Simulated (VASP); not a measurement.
Set up this calculation in VASP 6.6.1, as the native input.

- Task: relaxation of cell and atoms
- Functional: PBE
- Potentials or basis: VASP PAW PBE potentials, release 64 (Cu)
- Cutoff: 600 eV
- k mesh: 24 × 24 × 24
- Occupations: gaussian, width 0.1 eV
- Spin: no spin polarisation
- Dipole correction: no
- Further INCAR settings: ALGO = Normal; EDIFF = 1e-06; IBRION = 2; EDIFFG = -0.003; NSW = 80; ISIF = 3

The structure of Cu lies in POSCAR:

```
Cu
1.0
    0.0000000000      1.8050000000      1.8050000000
    1.8050000000      0.0000000000      1.8050000000
    1.8050000000      1.8050000000      0.0000000000
Cu
1
Direct
    0.0000000000      0.0000000000      0.0000000000
```

One way to write it, as run:

INCAR

```
SYSTEM = Cu
PREC = Accurate
ENCUT = 600
EDIFF = 1E-6
ISMEAR = 0
SIGMA = 0.1
LREAL = .FALSE.
LASPH = .TRUE.
NELM = 60
ALGO = Normal
ISIF = 3
LWAVE = .FALSE.
LCHARG = .FALSE.
GGA = PE
IBRION = 2
NSW = 80
EDIFFG = -0.003
```

KPOINTS

```
Automatic mesh
0
G
  24 24 24
  0 0 0
```

Potentials or basis: VASP PAW PBE potentials, release 64 (Cu).

Command:

```sh
$ cat potpaw_PBE.64/Cu/POTCAR > POTCAR
$ mpirun -np 1 vasp_std > vasp.out
```

It gave:

```
Relaxed volume                         : 12.01 Å³/atom
Relaxed cell                           : a = 2.570 Å, b = 2.570 Å, c = 2.570 Å, α = 60.00°, β = 60.00°, γ = 60.00°
Space group after relaxing (to 0.05 Å) : Fm-3m (No. 225)
Energy gained by relaxing              : 2.3 meV/atom
Ionic steps                            : 3
Pressure after relaxing                : 0.0 GPa
```

It took 83 s on 1 thread of Intel(R) Xeon(R) Platinum 8259CL CPU @ 2.50GHz (Skylake/Cascade Lake), on a shared host, peak memory 0.18 GiB.
